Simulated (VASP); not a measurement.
GaSb:

```
Sb Ga
1.0
     0.00000    2.99655    2.99655
     2.99655    0.00000    2.99655
     2.99655    2.99655    0.00000
Sb Ga
1 1
Direct
  0.75000 0.75000 0.75000
  0.00000 0.00000 0.00000
```

Base run:

| Item | Value |
| --- | --- |
| Program | VASP 6.6.1 |
| Functional | RPBE |
| Dispersion | D3(BJ) |
| Potentials or basis | VASP PAW PBE potentials, release 64 (Sb, Ga_d) |
| Cutoff | 520 eV |
| k mesh | 8 × 8 × 8 |
| Occupations | fermi-dirac, width 0.05 eV |
| Spin | no spin polarisation |

Its results: band gap on the k mesh 0.58 eV, direct; pressure -2.7 GPa.

Q: After a change of settings the same cell gave: band gap on the k mesh 0.34 eV, direct; pressure 4.2 GPa. Which change was it?
A. functional from RPBE to BLYP
B. functional from RPBE to revPBE
C. functional from RPBE to PBEsol
D. functional from RPBE to r2SCAN; dispersion from D3(BJ) to rVV10

A: A.

Caveats: the PAW data sets were made with another functional, which shifts forces and pressure a little; spin-orbit coupling is left out, which moves the levels of the heavy elements.
